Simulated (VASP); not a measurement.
# Pt (I4/mmm) in VASP: notebook

The runs below take Pt through single point, with PBE.

All numbers are computed with VASP 6.6.1; they aren't measurements. Logs are shortened: lines on timing, memory, paths and dates and some standing lists are left out, and cuts for length are marked.

## (1) The cell of the first run

It takes space group I4/mmm (No. 139, tetragonal). Conventional cell: a = 2.467 Å, b = 2.467 Å, c = 4.933 Å, α = 90.00°, β = 90.00°, γ = 90.00°. Within 3.3 Å of Pt (site symmetry 4/mmm) lie 12 Pt at 2.47 to 3.02 Å.

## (2) Single point, PBE

Input file INCAR:

```
SYSTEM = Pt
ALGO = Normal ; EDIFF = 1E-6
ENCUT = 520 ; GGA = PE
ISIF = 2 ; ISMEAR = 0
LASPH = .True. ; LCHARG = .True.
LELF = .True. ; LREAL = .False.
LVHAR = .True. ; LWAVE = .False.
NBANDS = 11 ; NELM = 80
PREC = Accurate ; SIGMA = 0.15
```

Input file KPOINTS:

```
k-points
0
Gamma
  12 12 12
  0 0 0
```

Input file POSCAR:

```
Pt
1.0
    0.0000000000      1.7443784117      2.4665510741
    1.7443784117      0.0000000000      2.4665510741
    1.7443784117      1.7443784117      0.0000000000
Pt
1
Direct
    0.0000000000      0.0000000000      0.0000000000
```

Potentials or basis: VASP PAW PBE potentials, release 64 (Pt).

Launch:

```bash
> cat potpaw_PBE.64/Pt/POTCAR > POTCAR
> mpirun -np 1 vasp_std > vasp.out
```

OUTCAR:

```text
SYSTEM = Pt
   EDIFF = 1E-6
   ENCUT = 520
   GGA = PE
   ISIF = 2
   ISMEAR = 0
   LASPH = .True.
   LREAL = .False.
   NELM = 80
   PREC = Accurate

 ion  position               nearest neighbor table
   1  0.000  0.000  0.000-

  LATTYP: Found a body centered tetragonal cell.
 ALAT       =     2.4669236077
 C/A-ratio  =     1.9996979772

  Lattice vectors:

 A1 = (  -1.7443784117,   0.0000000000,   2.4665510741)
 A2 = (   1.7443784117,   0.0000000000,   2.4665510741)
 A3 = (   0.0000000000,   1.7443784117,  -2.4665510741)

Analysis of symmetry for initial positions (statically):
=====================================================================
 Subroutine PRICEL returns:
 Original cell was already a primitive cell.

 Routine SETGRP: Setting up the symmetry group for a
 body centered tetragonal supercell.

 Subroutine GETGRP returns: Found 16 space group operations
 (whereof 16 operations were pure point group operations)
 out of a pool of 16 trial point group operations.

The static configuration has the point symmetry D_4h.

Analysis of symmetry for dynamics (positions and initial velocities):
=====================================================================
 Subroutine PRICEL returns:
 Original cell was already a primitive cell.

 Routine SETGRP: Setting up the symmetry group for a
 body centered tetragonal supercell.

 Subroutine GETGRP returns: Found 16 space group operations
 (whereof 16 operations were pure point group operations)
 out of a pool of 16 trial point group operations.

The dynamic configuration has the point symmetry D_4h.

 Subroutine INISYM returns: Found 16 space group operations
 (whereof 16 operations are pure point group operations),
 and found     1 'primitive' translations

----------------------------------------------------------------------------------------

                                     Primitive cell

  volume of cell :      15.0107

  direct lattice vectors                    reciprocal lattice vectors
     0.000000000  1.744378412  2.466551074    -0.286635054  0.286635054  0.202712202
     1.744378412  0.000000000  2.466551074     0.286635054 -0.286635054  0.202712202
     1.744378412  1.744378412  0.000000000     0.286635054  0.286635054 -0.202712202

  length of vectors
     3.021047872  3.021047872  2.466923608     0.453223505  0.453223505  0.453223505

  position of ions in fractional coordinates (direct lattice)
     0.000000000  0.000000000  0.000000000
[... 81 lines left out ...]
   NFREE  =      0    steps in history (QN), initial steepest desc. (CG)
   ISIF   =      2    stress and relaxation
   ISYM   =      2    0-nonsym 1-usesym 2-fastsym
   POTIM  = 0.5000    time-step for ionic-motion
   TEBEG  =    0.0;   TEEND  =   0.0 temperature during run
   PSTRESS=    0.0 pullay stress
   NELECT =      10.0000    total number of electrons
   NUPDOWN=      -1.0000    fix difference up-down
   EMIN   =  10.00;   EMAX   =-10.00  energy-range for DOS
   EFERMI =   0.00;   METHOD = LEGACY
   ISMEAR =     0;   SIGMA  =   0.15  broadening in eV -4-tet -1-fermi 0-gaus
   EFERMI_NEDOS =   21; number of points for ismear=-14 and -15
   IALGO  =     38    algorithm
   IMIX   =      4    mixing-type and parameters
     AMIX     =   0.40;   BMIX     =  1.00
     AMIX_MAG =   1.60;   BMIX_MAG =  1.00
  volume/ion in A,a.u.               =      15.01       101.30
  Fermi-wavevector in a.u.,A,eV,Ry     =   1.429797  2.701924 27.814648  2.044319
  Thomas-Fermi vector in A             =   2.549712
   LORBIT       =      0    0 simple, 1 ext, 2 COOP (PROOUT), +10 PAW based schemes
   GGA     = PE    functional components
   LHFCALC =     F    Hartree Fock is set to
   AEXX    =    0.0000 exact exchange contribution
   IVDW    =     0    specifies the selected vdW correction
   LEPSILON=     F    determine dielectric tensor
   LRPA    =     F    only Hartree local field effects (RPA)
 non-spin polarized calculation
 Gauss-broadening in eV      SIGMA  =   0.15
  energy-cutoff  :      520.00
  volume of cell :       15.01
 maximum number of plane-waves:       421
   NGX = 11   NGY = 11   NGZ =  9

 number of electron      10.0000000 magnetization

 Free energy of the ion-electron system (eV)
  ---------------------------------------------------
  ext. energy  EPLUGINS =         0.00000000
  ---------------------------------------------------
  free energy    TOTEN  =        -5.43805385 eV

  energy without entropy =       -5.41998411  energy(sigma->0) =       -5.42901898

 E-fermi :  11.2103     XC(G=0): -13.4560

 val. band max:       11.2002040651   @ k =  -0.2500   0.0000   0.1667
 cond. band min:      11.2115693049   @ k =   0.2500   0.0833   0.0000
 fundamental gap:      0.0113652399
 Fermi energy:        11.2103127643

 k-point     1 :       0.0000    0.0000    0.0000
  band No.  band energies     occupation
      1       1.1151      2.00000
      2       4.8021      2.00000
      3       6.7775      2.00000
      4       9.5837      2.00000
      5       9.5837      2.00000
      6      11.8755      0.00000
      7      25.6359      0.00000
      8      27.8025      0.00000
      9      33.6902      0.00000
     10      33.6902      0.00000
     11      37.1829      0.00000
[... 309 lines left out ...]
 k-point    24 :      -0.4167    0.1667    0.0000
  band No.  band energies     occupation
      1       4.5756      2.00000
      2       5.6453      2.00000
      3       9.0347      2.00000
      4       9.2595      2.00000
      5      11.2541      0.67963
      6      14.0054      0.00000
      7      18.0850      0.00000
      8      21.2734      0.00000
      9      30.7662      0.00000
     10      34.7530      0.00000
     11      35.8321      0.00000

 [... further k-points ...]

------------------------ aborting loop because EDIFF is reached ----------------------------------------

  FORCE on cell =-STRESS in cart. coord.  units (eV):
  Direction    XX          YY          ZZ          XY          YZ          ZX
  --------------------------------------------------------------------------------------
  -------------------------------------------------------------------------------------
  Total        5.4862336      5.4862336     -1.1295406      0.0000000      0.0000000      0.0000000
  in kB      585.5761236    585.5761236   -120.5621250      0.0000000      0.0000000      0.0000000
  external PRESSURE =     350.1967074 kB  Pullay stress =       0.0000000 kB

 VOLUME and BASIS-vectors are now :
 -----------------------------------------------------------------------------
  energy-cutoff  :      520.00
  volume of cell :       15.01
      direct lattice vectors                 reciprocal lattice vectors
     0.000000000  1.744378412  2.466551074    -0.286635054  0.286635054  0.202712202
     1.744378412  0.000000000  2.466551074     0.286635054 -0.286635054  0.202712202
     1.744378412  1.744378412  0.000000000     0.286635054  0.286635054 -0.202712202

 POSITION                                       TOTAL-FORCE (eV/Angst)
 -----------------------------------------------------------------------------------
      0.00000      0.00000      0.00000         0.000000     -0.000000      0.000000
 -----------------------------------------------------------------------------------
    total drift:                               -0.000000      0.000000     -0.000000

  FREE ENERGIE OF THE ION-ELECTRON SYSTEM (eV)
  ---------------------------------------------------
  free  energy   TOTEN  =        -5.4380538466 eV

  energy  without entropy=       -5.4199841065  energy(sigma->0) =       -5.42901898
```

Wall time 23 s (1 thread of Intel Xeon 8259CL, shared host); peak memory 0.15 GiB.

Results:

```yaml
Free_energy: -5.4381 eV
Pressure: 35.0 GPa
Band_gap_on_the_k_mesh: zero (band 5 reaches 14.18 eV, above the bottom of band 6 at 9.22 eV)
```

Levels at points of the mesh, in eV from the Fermi level:
```tsv
k point	band 2	band 3	band 4	band 5	band 6	band 7	band 8	band 9
(0.00, 0.00, 0.00)	-6.41	-4.43	-1.63	-1.63	0.67	14.43	16.59	22.48
(0.50, 0.00, 0.00)	-5.53	-2.18	-0.03	0.06	0.08	7.31	11.62	20.03
(0.50, 0.50, 0.00)	-7.15	-1.33	0.41	0.41	0.95	3.85	16.31	16.31
(0.50, 0.00, 0.50)	-5.85	-1.81	-0.62	2.97	4.70	9.93	11.44	13.05
```

Caveat: spin-orbit coupling is left out, which moves the levels of the heavy elements.

## (3) Single point, PBE

This run uses another cell than the first one, of the same volume but with other edges.

Input file INCAR:

```
SYSTEM = Pt
PREC = Accurate ; ENCUT = 520
EDIFF = 1E-6 ; ISMEAR = 0
SIGMA = 0.15 ; LREAL = .False.
LASPH = .True. ; NELM = 80
ALGO = Normal ; ISIF = 2
LWAVE = .False. ; LCHARG = .False.
GGA = PE ; NBANDS = 11
```

Input file KPOINTS:

```
regular mesh
0
Gamma
  12 12 12
  0 0 0
```

Input file POSCAR:

```
Pt
1.0
    0.0000000000      2.0668907952      1.7568571759
    2.0668907952      0.0000000000      1.7568571759
    2.0668907952      2.0668907952      0.0000000000
Pt
1
Direct
    0.0000000000      0.0000000000      0.0000000000
```

Potentials or basis: VASP PAW PBE potentials, release 64 (Pt).

Launch:

```bash
> cat potpaw_PBE.64/Pt/POTCAR > POTCAR
> mpirun -np 1 vasp_std > vasp.out
```

Run time: 29 s. Hardware: 1 thread of Intel Xeon 8259CL, shared host; peak memory 0.15 GiB.

The run converged. Its results:

```
Free energy            : -6.0467 eV
Pressure               : 12.4 GPa
Band gap on the k mesh : zero (band 5 reaches 12.30 eV, above the bottom of band 6 at 9.75 eV)
```

Stress tensor (GPa, compression positive):
```
10.27  0.00  0.00
 0.00 10.27  0.00
 0.00  0.00 16.80
```

Levels at points of the mesh, in eV from the Fermi level:
```
           k point  band 1  band 2  band 3  band 4  band 5  band 6  band 7  band 8  band 9  band 10
(0.00, 0.00, 0.00)  -10.17   -4.12   -4.12   -2.68   -2.46   -0.83   15.19   18.31   18.31    23.09
(0.50, 0.00, 0.00)   -7.25   -4.68   -2.73   -0.41   -0.32    0.65    6.15   13.87   17.68    21.39
(0.50, 0.50, 0.00)   -6.88   -6.63    0.15    0.60    0.60    4.25    9.62    9.62   11.82    19.06
(0.50, 0.00, 0.50)   -7.12   -6.34   -0.24   -0.16    0.90    1.07    7.79   12.08   13.38    21.92
```

Caveat: spin-orbit coupling is left out, which moves the levels of the heavy elements.

## (4) Single point, PBE

This run uses another cell than the first one, of the same volume but with other edges.

Input file INCAR:

```
  ALGO = Fast
  EDIFF = 1E-6
  ENCUT = 520
  GGA = PE
  ISIF = 2
  ISMEAR = 0
  LASPH = T
  LCHARG = T
  LELF = T
  LREAL = F
  LVHAR = T
  LWAVE = F
  NBANDS = 11
  NELM = 80
  PREC = Accurate
  SIGMA = 0.15
```

Input file KPOINTS:

```
k-points
0
Gamma
  12 12 12
```

Input file POSCAR:

```
Pt
1.0
    0.0000000000      1.8424544409      2.2109453291
    1.8424544409      0.0000000000      2.2109453291
    1.8424544409      1.8424544409      0.0000000000
Pt
1
Direct
    0.0000000000      0.0000000000      0.0000000000
```

Potentials or basis: VASP PAW PBE potentials, release 64 (Pt).

Launch:

```bash
> cat potpaw_PBE.64/Pt/POTCAR > POTCAR
> mpirun -np 1 vasp_std > vasp.out
```

OUTCAR:

```text
EDIFF = 1E-6
   ENCUT = 520
   GGA = PE
   ISIF = 2
   ISMEAR = 0
   LASPH = T
   LREAL = F
   NELM = 80
   PREC = Accurate

 ion  position               nearest neighbor table
   1  0.000  0.000  0.000-

  LATTYP: Found a body centered tetragonal cell.
 ALAT       =     2.6056240584
 C/A-ratio  =     1.6970562749

  Lattice vectors:

 A1 = (  -1.8424544409,   0.0000000000,   2.2109453291)
 A2 = (   1.8424544409,   0.0000000000,   2.2109453291)
 A3 = (   0.0000000000,   1.8424544409,  -2.2109453291)

Analysis of symmetry for initial positions (statically):
=====================================================================
 Subroutine PRICEL returns:
 Original cell was already a primitive cell.

 Routine SETGRP: Setting up the symmetry group for a
 body centered tetragonal supercell.

 Subroutine GETGRP returns: Found 16 space group operations
 (whereof 16 operations were pure point group operations)
 out of a pool of 16 trial point group operations.

The static configuration has the point symmetry D_4h.

Analysis of symmetry for dynamics (positions and initial velocities):
=====================================================================
 Subroutine PRICEL returns:
 Original cell was already a primitive cell.

 Routine SETGRP: Setting up the symmetry group for a
 body centered tetragonal supercell.

 Subroutine GETGRP returns: Found 16 space group operations
 (whereof 16 operations were pure point group operations)
 out of a pool of 16 trial point group operations.

The dynamic configuration has the point symmetry D_4h.

 Subroutine INISYM returns: Found 16 space group operations
 (whereof 16 operations are pure point group operations),
 and found     1 'primitive' translations

----------------------------------------------------------------------------------------

                                     Primitive cell

  volume of cell :      15.0107

  direct lattice vectors                    reciprocal lattice vectors
     0.000000000  1.842454441  2.210945329    -0.271377131  0.271377131  0.226147609
     1.842454441  0.000000000  2.210945329     0.271377131 -0.271377131  0.226147609
[... 114 lines left out ...]
 non-spin polarized calculation
 RMM-DIIS sequential band-by-band and
 Gauss-broadening in eV      SIGMA  =   0.15
  energy-cutoff  :      520.00
  volume of cell :       15.01
 maximum number of plane-waves:       420
 NGX is ok and might be reduce to    24

 number of electron      10.0000000 magnetization

 Free energy of the ion-electron system (eV)
  ---------------------------------------------------
  ext. energy  EPLUGINS =         0.00000000
  ---------------------------------------------------
  free energy    TOTEN  =        -5.94743197 eV

  energy without entropy =       -5.93026113  energy(sigma->0) =       -5.93884655

 E-fermi :  11.2579     XC(G=0): -13.5042

 val. band max:       11.2450676190   @ k =   0.5000   0.0833   0.1667
 cond. band min:      11.2811667786   @ k =   0.2500   0.2500   0.0000
 fundamental gap:      0.0360991596
 Fermi energy:        11.2578973880

 k-point     1 :       0.0000    0.0000    0.0000
  band No.  band energies     occupation
      1       1.1010      2.00000
      2       6.1249      2.00000
      3       8.2011      2.00000
      4       8.4960      2.00000
      5       8.4960      2.00000
      6      10.9268      1.99820
      7      26.5192      0.00000
      8      28.1689      0.00000
      9      32.5145      0.00000
     10      32.5145      0.00000
     11      36.9505      0.00000
[... 309 lines left out ...]
 k-point    24 :      -0.4167    0.1667    0.0000
  band No.  band energies     occupation
      1       4.7374      2.00000
      2       6.2687      2.00000
      3       8.6579      2.00000
      4       8.9082      2.00000
      5      10.9747      1.99241
      6      14.7990      0.00000
      7      17.1146      0.00000
      8      23.3074      0.00000
      9      29.5108      0.00000
     10      32.2373      0.00000
     11      36.7211      0.00000

 [... further k-points ...]

------------------------ aborting loop because EDIFF is reached ----------------------------------------

  FORCE on cell =-STRESS in cart. coord.  units (eV):
  Direction    XX          YY          ZZ          XY          YZ          ZX
  --------------------------------------------------------------------------------------
  -------------------------------------------------------------------------------------
  Total        2.4611602      2.4611602     -0.3761869      0.0000000      0.0000000     -0.0000000
  in kB      262.6932775    262.6932775    -40.1525123      0.0000000      0.0000000     -0.0000000
  external PRESSURE =     161.7446809 kB  Pullay stress =       0.0000000 kB

 VOLUME and BASIS-vectors are now :
 -----------------------------------------------------------------------------
  energy-cutoff  :      520.00
  volume of cell :       15.01
      direct lattice vectors                 reciprocal lattice vectors
     0.000000000  1.842454441  2.210945329    -0.271377131  0.271377131  0.226147609
     1.842454441  0.000000000  2.210945329     0.271377131 -0.271377131  0.226147609
     1.842454441  1.842454441  0.000000000     0.271377131  0.271377131 -0.226147609

 POSITION                                       TOTAL-FORCE (eV/Angst)
 -----------------------------------------------------------------------------------
      0.00000      0.00000      0.00000         0.000000      0.000000      0.000000
 -----------------------------------------------------------------------------------
    total drift:                               -0.000000      0.000000     -0.000000

  FREE ENERGIE OF THE ION-ELECTRON SYSTEM (eV)
  ---------------------------------------------------
  free  energy   TOTEN  =        -5.9474319667 eV

  energy  without entropy=       -5.9302611261  energy(sigma->0) =       -5.93884655
```

stdout:

```text
POSCAR found type information on POSCAR Pt
 POSCAR found :  1 types and       1 ions
 scaLAPACK will be used
 LDA part: xc-table for (Slater+PW92), standard interpolation
 POSCAR, INCAR and KPOINTS ok, starting setup
 FFT: planning ... GRIDC
 FFT: planning ... GRID_SOFT
 FFT: planning ... GRID
 WAVECAR not read
 entering main loop
```

Wall time 33 s (1 thread of Intel Xeon 8259CL, shared host); peak memory 0.15 GiB.

What came out:

- Free energy: -5.9474 eV
- Pressure: 16.2 GPa
- Band gap on the k mesh: zero (band 5 reaches 12.96 eV, above the bottom of band 6 at 9.78 eV)

Caveat: spin-orbit coupling is left out, which moves the levels of the heavy elements.

## (5) Single point, PBE

This run uses another cell than the first one, of the same volume but with other edges.

Input file INCAR:

```
SYSTEM = Pt
  PREC = Accurate
  ENCUT = 520
  EDIFF = 1E-7
  ISMEAR = 0
  SIGMA = 0.15
  LREAL = .False.
  LASPH = .True.
  NELM = 80
  ALGO = Normal
  ISIF = 2
  LWAVE = .False.
  LCHARG = .False.
  GGA = PE
  NBANDS = 11
```

Input file KPOINTS:

```
regular mesh
0
Gamma
  12 12 12
  0 0 0
```

Input file POSCAR:

```
Pt
1.0
    0.0000000000      2.1269582839      1.6590274614
    2.1269582839      0.0000000000      1.6590274614
    2.1269582839      2.1269582839      0.0000000000
Pt
1
Direct
    0.0000000000      0.0000000000      0.0000000000
```

Launch:

```bash
> cat potpaw_PBE.64/Pt/POTCAR > POTCAR
> mpirun -np 1 vasp_std > vasp.out
```

Run time: 35 s. Hardware: 1 thread of Intel Xeon 8259CL, shared host; peak memory 0.15 GiB.

The run converged. Its results:

| Property | Result |
| --- | --- |
| Free energy | -6.0115 eV |
| Pressure | 13.3 GPa |
| Band gap on the k mesh | zero (band 5 reaches 12.34 eV, above the bottom of band 6 at 10.11 eV) |

Stress tensor (GPa, compression positive):
```
11.13  0.00  0.00
 0.00 11.13  0.00
 0.00  0.00 17.67
```

Levels at points of the mesh, in eV from the Fermi level:
```tsv
k point	band 2	band 3	band 4	band 5	band 6	band 7	band 8	band 9
(0.00, 0.00, 0.00)	-3.98	-3.98	-3.15	-1.73	-0.72	15.96	17.76	17.76
(0.50, 0.00, 0.00)	-4.96	-1.95	-0.58	-0.09	1.00	6.46	13.64	17.09
(0.50, 0.50, 0.00)	-6.56	0.38	0.67	0.67	5.87	8.81	8.81	13.07
(0.50, 0.00, 0.50)	-5.88	-0.58	-0.39	0.57	1.23	7.35	12.63	14.74
```

Caveat: spin-orbit coupling is left out, which moves the levels of the heavy elements.

## (6) The runs side by side

| cell | gap on the mesh (eV) | pressure (GPa) |
| --- | --- | --- |
| a = 3.021, b = 3.021, c = 2.467 Å, angles 65.9, 65.9, 48.2°, 1 atom | none | 35.0 |
| a = 2.713, b = 2.713, c = 2.923 Å, angles 57.4, 57.4, 65.2°, 1 atom | none | 12.4 |
| a = 2.878, b = 2.878, c = 2.606 Å, angles 63.1, 63.1, 53.8°, 1 atom | none | 16.2 |
| a = 2.697, b = 2.697, c = 3.008 Å, angles 56.1, 56.1, 67.8°, 1 atom | none | 13.3 |

Alike in all rows: task single point; level PBE; potentials or basis VASP PAW PBE potentials, release 64 (Pt); no spin polarisation; k mesh 12 × 12 × 12; cutoff (eV) 520; smearing gaussian 0.15 eV.

Caveats: spin-orbit coupling is left out, which moves the levels of the heavy elements.

Total energies depend on the potentials used, so only differences within one code and one set of settings carry meaning.
